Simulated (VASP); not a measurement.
HfN, 2 atoms in the cell. It takes space group Fm-3m (No. 225, cubic). The conventional cell has a = 4.600 Å, b = 4.600 Å, c = 4.600 Å, α = 90.00°, β = 90.00°, γ = 90.00°. Hf (site symmetry m-3m) has 6 N at 2.30 Å within 3.0 Å. N (site symmetry m-3m) has 6 Hf at 2.30 Å within 3.0 Å.  This cell differs from its parent crystal: volume scaled by 1.06.

| Quantity | Value |
| --- | --- |
| Program | VASP 6.6.1 |
| Task | electric field gradients |
| Functional | PBE |
| Potentials or basis | VASP PAW PBE potentials, release 64 (Hf_pv, N) |
| Cutoff | 520 eV |
| k mesh | 16 × 16 × 16 |
| Occupations | fermi-dirac, width 0.05 eV |
| Spin | no spin polarisation |
| Dipole correction | no |
| Further INCAR settings | ALGO = Normal; EDIFF = 1e-08; NBANDS = 14 |

Potentials or basis: VASP PAW PBE potentials, release 64 (Hf_pv, N).

Command:

```sh
$ cat potpaw_PBE.64/Hf_pv/POTCAR potpaw_PBE.64/N/POTCAR > POTCAR
$ mpirun -np 1 vasp_std > vasp.out
```

Hardware: 1 thread of Intel(R) Xeon(R) 6975P-C (Granite Rapids), with other jobs on the host.

**Question.** Estimate the wall time of this run.

**Answer.** It took 15 s on 1 thread of Intel(R) Xeon(R) 6975P-C (Granite Rapids), on a shared host, peak memory 0.17 GiB. Counts: scf iterations 16, k points 145.
